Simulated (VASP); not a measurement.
# NiSb (P6_3/mmc) in VASP: a series of runs

Aim: see how the results for NiSb move with the level of theory and the settings. Levels: r2SCAN, PBE. Tasks: single point.

Program: VASP 6.6.1. These are calculated values, not measurements. Logs are shortened: lines on timing, memory, paths and dates and some standing lists are left out, and cuts for length are marked.

## Step 1: The cell of the first run

It takes space group P6_3/mmc (No. 194, hexagonal). The conventional cell has a = 3.928 Å, b = 3.928 Å, c = 5.120 Å, α = 90.00°, β = 90.00°, γ = 120.00°. Within 3.4 Å of Ni (site symmetry -3m) lie 2 Ni at 2.56 Å and 6 Sb at 2.60 Å. Sb (site symmetry -6m2) has 6 Ni at 2.60 Å and 6 Sb at 3.42 Å within 3.5 Å.

## Step 2: Single point, r2SCAN, collinear spin, zero start

POSCAR reads:

```
NiSb
1.0
    3.9280000000      0.0000000000      0.0000000000
   -1.9640000000      3.4017477861      0.0000000000
    0.0000000000      0.0000000000      5.1200000000
Ni Sb
2 2
Direct
    0.0000000000      0.0000000000      0.0000000000
    0.0000000000      0.0000000000      0.5000000000
    0.3333333333      0.6666666667      0.2500000000
    0.6666666667      0.3333333333      0.7500000000
```

INCAR.step1 reads:

```
PREC = Accurate
ENCUT = 520
ISMEAR = 0
SIGMA = 0.05
LREAL = F
LASPH = T
NELM = 150
ISPIN = 2
MAGMOM = 0 0 0 0
LMAXMIX = 4
NBANDS = 27
GGA = PE
ALGO = Normal
EDIFF = 1E-4
LWAVE = T
LCHARG = F
```

INCAR.step2 reads:

```
PREC = Accurate
ENCUT = 520
EDIFF = 1E-6
ISMEAR = 0
SIGMA = 0.05
LREAL = F
LASPH = T
NELM = 150
ALGO = Normal
ISIF = 2
LWAVE = F
LCHARG = F
ISPIN = 2
MAGMOM = 0 0 0 0
LORBIT = 11
LMAXMIX = 4
METAGGA = R2SCAN
LMIXTAU = T
NBANDS = 27
ISTART = 1
```

KPOINTS reads:

```
regular mesh
0
Gamma
  12 12 8
```

Potentials or basis: VASP PAW PBE potentials, release 64 (Ni, Sb).

Launch:

```
$ cat potpaw_PBE.64/Ni/POTCAR potpaw_PBE.64/Sb/POTCAR > POTCAR
$ cp INCAR.step1 INCAR
$ mpirun -np 1 vasp_std > vasp.out
$ cp INCAR.step2 INCAR
$ mpirun -np 1 vasp_std > vasp.out
```

OUTCAR:

```text
PREC = Accurate
   ENCUT = 520
   EDIFF = 1E-6
   ISMEAR = 0
   LREAL = F
   LASPH = T
   NELM = 150
   ISIF = 2
   ISPIN = 2
   LORBIT = 11
   METAGGA = R2SCAN
   ISTART = 1

 ion  position               nearest neighbor table
   1  0.000  0.000  0.000-   2 2.56   2 2.56   4 2.60   3 2.60   4 2.60   3 2.60   4 2.60   3 2.60

   2  0.000  0.000  0.500-   1 2.56   1 2.56   4 2.60   3 2.60   4 2.60   3 2.60   4 2.60   3 2.60

   3  0.333  0.667  0.250-   1 2.60   2 2.60   1 2.60   2 2.60   1 2.60   2 2.60   4 3.42   4 3.42
                             4 3.42   4 3.42   4 3.42   4 3.42
   4  0.667  0.333  0.750-   1 2.60   2 2.60   1 2.60   2 2.60   1 2.60   2 2.60   3 3.42   3 3.42
                             3 3.42   3 3.42   3 3.42   3 3.42

  LATTYP: Found a hexagonal cell.
 ALAT       =     3.9280000000
 C/A-ratio  =     1.3034623218

  Lattice vectors:

 A1 = (   3.9280000000,   0.0000000000,   0.0000000000)
 A2 = (  -1.9640000000,   3.4017477861,   0.0000000000)
 A3 = (   0.0000000000,   0.0000000000,   5.1200000000)

Analysis of symmetry for initial positions (statically):
=====================================================================
 Subroutine PRICEL returns:
 Original cell was already a primitive cell.

 Routine SETGRP: Setting up the symmetry group for a
 hexagonal supercell.

 Subroutine GETGRP returns: Found 24 space group operations
 (whereof 12 operations were pure point group operations)
 out of a pool of 24 trial point group operations.

The static configuration has the point symmetry D_3d.
 The point group associated with its full space group is D_6h.

Analysis of symmetry for dynamics (positions and initial velocities):
=====================================================================
 Subroutine PRICEL returns:
 Original cell was already a primitive cell.

 Routine SETGRP: Setting up the symmetry group for a
 hexagonal supercell.

 Subroutine GETGRP returns: Found 24 space group operations
 (whereof 12 operations were pure point group operations)
 out of a pool of 24 trial point group operations.

The dynamic configuration has the point symmetry D_3d.
 The point group associated with its full space group is D_6h.

Analysis of structural, dynamic, and magnetic symmetry:
=====================================================================
 Subroutine PRICEL returns:
 Original cell was already a primitive cell.

 Routine SETGRP: Setting up the symmetry group for a
 hexagonal supercell.

 Subroutine GETGRP returns: Found 24 space group operations
 (whereof 12 operations were pure point group operations)
 out of a pool of 24 trial point group operations.

The overall configuration has the point symmetry D_3d.
 The point group associated with its full space group is D_6h.

 Subroutine INISYM returns: Found 24 space group operations
 (whereof 12 operations are pure point group operations),
 and found     1 'primitive' translations

----------------------------------------------------------------------------------------

                                     Primitive cell

  volume of cell :      68.4138

  direct lattice vectors                    reciprocal lattice vectors
     3.928000000  0.000000000  0.000000000     0.254582485  0.146983266  0.000000000
    -1.964000000  3.401747786  0.000000000     0.000000000  0.293966532  0.000000000
     0.000000000  0.000000000  5.120000000     0.000000000  0.000000000  0.195312500

  length of vectors
     3.928000000  3.928000000  5.120000000     0.293966532  0.293966532  0.195312500

  position of ions in fractional coordinates (direct lattice)
     0.000000000  0.000000000  0.000000000
     0.000000000  0.000000000  0.500000000
     0.333333333  0.666666667  0.250000000
     0.666666667  0.333333333  0.750000000

  ion indices of the primitive-cell ions
   primitive index   ion index
                 1           1
                 2           2
                 3           3
                 4           4

----------------------------------------------------------------------------------------

 KPOINTS: regular mesh

Automatic generation of k-mesh.
 Grid dimensions read from file:
 generate k-points for:   12   12    8

 Generating k-lattice:

  Cartesian coordinates                     Fractional coordinates (reciprocal lattice)
     0.021215207  0.012248606  0.000000000     0.083333333  0.000000000  0.000000000
     0.000000000  0.024497211  0.000000000     0.000000000  0.083333333  0.000000000
     0.000000000  0.000000000  0.024414062     0.000000000  0.000000000  0.125000000

  Length of vectors
     0.024497211  0.024497211  0.024414062

  Shift w.r.t. Gamma in fractional coordinates (k-lattice)
     0.000000000  0.000000000  0.000000000

 Subroutine IBZKPT returns following result:
 ===========================================

 Found     95 irreducible k-points:

 Following reciprocal coordinates:
            Coordinates               Weight
  0.000000  0.000000  0.000000      1.000000
  0.083333  0.000000  0.000000      6.000000
  0.166667  0.000000  0.000000      6.000000
  0.250000  0.000000  0.000000      6.000000
  0.333333  0.000000  0.000000      6.000000
  0.416667  0.000000  0.000000      6.000000
[... 16 lines left out ...]
  0.250000  0.000000  0.125000     12.000000
  0.333333  0.000000  0.125000     12.000000
 [... further k-points ...]
   k-points           NKPTS =     95   k-points in BZ     NKDIM =     95   number of bands    NBANDS=     27
   number of dos      NEDOS =    301   number of ions     NIONS =      4
   total plane-waves  NPLWV =  36000
   dimension x,y,z NGX =    30 NGY =   30 NGZ =   40
   dimension x,y,z NGXF=    60 NGYF=   60 NGZF=   80
   ions per type =               2   2
   NGX,Y,Z   is equivalent  to a cutoff of  12.70, 12.70, 12.99 a.u.
   NGXF,Y,Z  is equivalent  to a cutoff of  25.39, 25.39, 25.98 a.u.
 SYSTEM =  unknown system
   PREC   = accura    normal or accurate (medium, high low for compatibility)
   ISTART =      1    job   : 0-new  1-cont  2-samecut
   ICHARG =      0    charge: 1-file 2-atom 10-const
   ISPIN  =      2    spin polarized calculation?
   LNONCOLLINEAR =      F non collinear calculations
   LSORBIT =      F    spin-orbit coupling
   LASPH  =      T    aspherical Exc in radial PAW
   ENCUT  =  520.0 eV  38.22 Ry    6.18 a.u.   7.30  7.30  9.52*2*pi/ulx,y,z
   NELM   =    150;   NELMIN=  2; NELMDL=  0     # of ELM steps
   EDIFF  = 0.1E-05   stopping-criterion for ELM
   LREAL  =      F    real-space projection
[... 7 lines left out ...]
   TEBEG  =    0.0;   TEEND  =   0.0 temperature during run
   PSTRESS=    0.0 pullay stress
   NELECT =      30.0000    total number of electrons
   NUPDOWN=      -1.0000    fix difference up-down
   EMIN   =  10.00;   EMAX   =-10.00  energy-range for DOS
   EFERMI =   0.00;   METHOD = LEGACY
   ISMEAR =     0;   SIGMA  =   0.05  broadening in eV -4-tet -1-fermi 0-gaus
   EFERMI_NEDOS =   21; number of points for ismear=-14 and -15
   IALGO  =     38    algorithm
   IMIX   =      4    mixing-type and parameters
     AMIX     =   0.40;   BMIX     =  1.00
     AMIX_MAG =   1.60;   BMIX_MAG =  1.00
  volume/ion in A,a.u.               =      17.10       115.42
  Fermi-wavevector in a.u.,A,eV,Ry     =   1.243753  2.350352 21.047138  1.546921
  Thomas-Fermi vector in A             =   2.378050
   LORBIT       =     11    0 simple, 1 ext, 2 COOP (PROOUT), +10 PAW based schemes
   METAGGA = R2SCAN    functional components
   LHFCALC =     F    Hartree Fock is set to
   AEXX    =    0.0000 exact exchange contribution
   IVDW    =     0    specifies the selected vdW correction
   LEPSILON=     F    determine dielectric tensor
   LRPA    =     F    only Hartree local field effects (RPA)
 spin polarized calculation
 Gauss-broadening in eV      SIGMA  =   0.05
  energy-cutoff  :      520.00
  volume of cell :       68.41
 maximum number of plane-waves:      1892
 NGX is ok and might be reduce to    30
   NGX = 15   NGY = 15   NGZ = 19

 number of electron      30.0000035 magnetization       0.0000001

 number of electron      30.0000035 magnetization      -0.0000000

 Free energy of the ion-electron system (eV)
  ---------------------------------------------------
  ext. energy  EPLUGINS =         0.00000000
  ---------------------------------------------------
  free energy    TOTEN  =       -76.36465765 eV

  energy without entropy =      -76.36324242  energy(sigma->0) =      -76.36395004

 E-fermi :  10.0116     XC(G=0): -12.2693

 val. band max:       10.0079530443   @ k =   0.1667   0.0000   0.5000
 cond. band min:      10.0175821665   @ k =   0.1667   0.1667   0.3750
 fundamental gap:      0.0096291221
 Fermi energy:        10.0116000615

 spin component 1

 k-point     1 :       0.0000    0.0000    0.0000
  band No.  band energies     occupation
      1      -3.6030      1.00000
      2       1.2664      1.00000
      3       3.3617      1.00000
      4       5.8498      1.00000
      5       5.8498      1.00000
      6       6.6797      1.00000
[... 19 lines left out ...]
     26      20.0055      0.00000
     27      20.0055      0.00000
[... 667 lines left out ...]
      5       6.1630      1.00000
      6       6.5442      1.00000
[... 19 lines left out ...]
     26      22.6473      0.00000
     27      22.8200      0.00000

 [... further k-points ...]

 spin component 2

 k-point     1 :       0.0000    0.0000    0.0000
  band No.  band energies     occupation
      1      -3.6030      1.00000
      2       1.2664      1.00000
      3       3.3617      1.00000
      4       5.8498      1.00000
      5       5.8498      1.00000
      6       6.6797      1.00000
[... 19 lines left out ...]
     26      20.0055      0.00000
     27      20.0055      0.00000
[... 667 lines left out ...]
      5       6.1630      1.00000
      6       6.5442      1.00000
[... 19 lines left out ...]
     26      22.6473      0.00000
     27      22.8200      0.00000

 [... further k-points ...]
[... 5 lines left out ...]
  --------------------------------------------------------------------------------------
  -------------------------------------------------------------------------------------
  Total        0.0677325      0.0677325      0.1260351     -0.0000000      0.0000000      0.0000000
  in kB        1.5862224      1.5862224      2.9516072     -0.0000000      0.0000000      0.0000000
  external PRESSURE =       2.0413506 kB  Pullay stress =       0.0000000 kB

 VOLUME and BASIS-vectors are now :
 -----------------------------------------------------------------------------
  energy-cutoff  :      520.00
  volume of cell :       68.41
      direct lattice vectors                 reciprocal lattice vectors
     3.928000000  0.000000000  0.000000000     0.254582485  0.146983266  0.000000000
    -1.964000000  3.401747786  0.000000000     0.000000000  0.293966532  0.000000000
     0.000000000  0.000000000  5.120000000     0.000000000  0.000000000  0.195312500

 POSITION                                       TOTAL-FORCE (eV/Angst)
 -----------------------------------------------------------------------------------
      0.00000      0.00000      0.00000         0.000000      0.000000      0.000000
      0.00000      0.00000      2.56000         0.000000      0.000000      0.000000
     -0.00000      2.26783      1.28000        -0.000000      0.000000      0.000000
      1.96400      1.13392      3.84000         0.000000      0.000000     -0.000000
 -----------------------------------------------------------------------------------
    total drift:                                0.000000     -0.000000     -0.000000

  FREE ENERGIE OF THE ION-ELECTRON SYSTEM (eV)
  ---------------------------------------------------
  free  energy   TOTEN  =       -76.3646576545 eV

  energy  without entropy=      -76.3632424218  energy(sigma->0) =      -76.36395004

 total charge

# of ion       s       p       d       tot
------------------------------------------
    1        0.458   0.509   8.479   9.446
    2        0.458   0.509   8.479   9.446
    3        1.109   1.238   0.078   2.424
    4        1.109   1.238   0.078   2.424
--------------------------------------------------
tot          3.134   3.493  17.113  23.739

 magnetization (x)

# of ion       s       p       d       tot
------------------------------------------
    1       -0.000  -0.000   0.000  -0.000
    2       -0.000  -0.000   0.000  -0.000
    3        0.000   0.000  -0.000   0.000
    4        0.000   0.000  -0.000   0.000
--------------------------------------------------
tot         -0.000   0.000   0.000   0.000
```

Wall time 32 min (1 thread of Oxide Virtual Turin-like, shared host); peak memory 0.38 GiB.

Results:

- Free energy: -76.3647 eV
- Pressure: 0.2 GPa
- Band gap on the k mesh: zero (filled and empty bands overlap)
- Net moment: 0.00 μB per cell
- Valence electrons inside the program's atomic spheres: Ni 9.45; Sb 2.42

Stress tensor (GPa, compression positive):
```
0.16 0.00 0.00
0.00 0.16 0.00
0.00 0.00 0.30
```

Levels at points of the mesh, in eV from the Fermi level:
Spin up:
```csv
k point,band 11,band 12,band 13,band 14,band 15,band 16,band 17,band 18,band 19,band 20
"(0.00, 0.00, 0.00)",-1.45,-1.45,-0.12,0.52,0.52,2.52,2.52,3.52,4.26,5.74
"(0.50, 0.00, 0.00)",-2.28,-1.99,-1.72,-1.53,-1.45,-0.30,1.13,3.65,4.13,5.52
"(0.00, 0.00, 0.50)",-2.28,-2.28,0.34,0.34,2.11,2.11,2.11,2.11,5.53,5.53
"(0.50, 0.00, 0.50)",-2.10,-2.10,-1.99,-1.99,0.14,0.14,1.80,1.80,5.52,5.52
```
Spin down:
| k point | band 13 | band 14 | band 15 | band 16 | band 17 | band 18 |
| --- | --- | --- | --- | --- | --- | --- |
| (0.00, 0.00, 0.00) | -0.12 | 0.52 | 0.52 | 2.52 | 2.52 | 3.52 |
| (0.50, 0.00, 0.00) | -1.72 | -1.53 | -1.45 | -0.30 | 1.13 | 3.65 |
| (0.00, 0.00, 0.50) | 0.34 | 0.34 | 2.11 | 2.11 | 2.11 | 2.11 |
| (0.50, 0.00, 0.50) | -1.99 | -1.99 | 0.14 | 0.14 | 1.80 | 1.80 |

Caveat: the PAW data sets were made with another functional, which shifts forces and pressure a little; spin-orbit coupling is left out, which moves the levels of the heavy elements.

## Step 3: Single point, PBE, collinear spin, ferromagnetic start

INCAR reads:

```
PREC = Accurate
ENCUT = 520
EDIFF = 1E-6
ISMEAR = 0
SIGMA = 0.05
LREAL = False
LASPH = True
NELM = 150
ALGO = Normal
ISIF = 2
LWAVE = False
LCHARG = True
ISPIN = 2
MAGMOM = 2 2 0 0
LORBIT = 11
LMAXMIX = 4
GGA = PE
LELF = True
LVHAR = True
NBANDS = 27
```

KPOINTS is that of step 2.

POSCAR is that of step 2.

Potentials or basis: VASP PAW PBE potentials, release 64 (Ni, Sb).

Launch:

```
$ cat potpaw_PBE.64/Ni/POTCAR potpaw_PBE.64/Sb/POTCAR > POTCAR
$ mpirun -np 1 vasp_std > vasp.out
```

Run time: 7 min. Hardware: 1 thread of Oxide Virtual Turin-like, shared host; peak memory 0.36 GiB.

The run converged. Its results:

```yaml
Free_energy: -20.2894 eV
Pressure: 3.7 GPa
Band_gap_on_the_k_mesh: zero (filled and empty bands overlap)
Net_moment: 0.00 μB per cell
Valence_electrons_inside_the_program's_atomic_spheres: Ni 9.40; Sb 2.43
```

Stress tensor (GPa, compression positive):
```
3.80 0.00 0.00
0.00 3.80 0.00
0.00 0.00 3.42
```

Levels at points of the mesh, in eV from the Fermi level:
Spin up:
| k point | band 12 | band 13 | band 14 | band 15 | band 16 | band 17 | band 18 | band 19 |
| --- | --- | --- | --- | --- | --- | --- | --- | --- |
| (0.00, 0.00, 0.00) | -1.37 | -0.06 | 0.56 | 0.56 | 2.46 | 2.46 | 3.11 | 4.02 |
| (0.50, 0.00, 0.00) | -1.90 | -1.63 | -1.43 | -1.35 | -0.38 | 1.12 | 3.41 | 3.97 |
| (0.00, 0.00, 0.50) | -2.13 | 0.24 | 0.24 | 2.06 | 2.06 | 2.06 | 2.06 | 5.18 |
| (0.50, 0.00, 0.50) | -1.96 | -1.85 | -1.85 | 0.17 | 0.17 | 1.67 | 1.67 | 5.17 |
Spin down:
| k point | band 11 | band 12 | band 13 | band 14 | band 15 | band 16 | band 17 | band 18 | band 19 | band 20 |
| --- | --- | --- | --- | --- | --- | --- | --- | --- | --- | --- |
| (0.00, 0.00, 0.00) | -1.37 | -1.37 | -0.06 | 0.56 | 0.56 | 2.46 | 2.46 | 3.11 | 4.02 | 5.32 |
| (0.50, 0.00, 0.00) | -2.13 | -1.90 | -1.63 | -1.43 | -1.35 | -0.38 | 1.12 | 3.41 | 3.97 | 5.32 |
| (0.00, 0.00, 0.50) | -2.13 | -2.13 | 0.24 | 0.24 | 2.06 | 2.06 | 2.06 | 2.06 | 5.18 | 5.18 |
| (0.50, 0.00, 0.50) | -1.96 | -1.96 | -1.85 | -1.85 | 0.17 | 0.17 | 1.67 | 1.67 | 5.17 | 5.17 |

Caveat: the cell stands under pressure; spin-orbit coupling is left out, which moves the levels of the heavy elements.
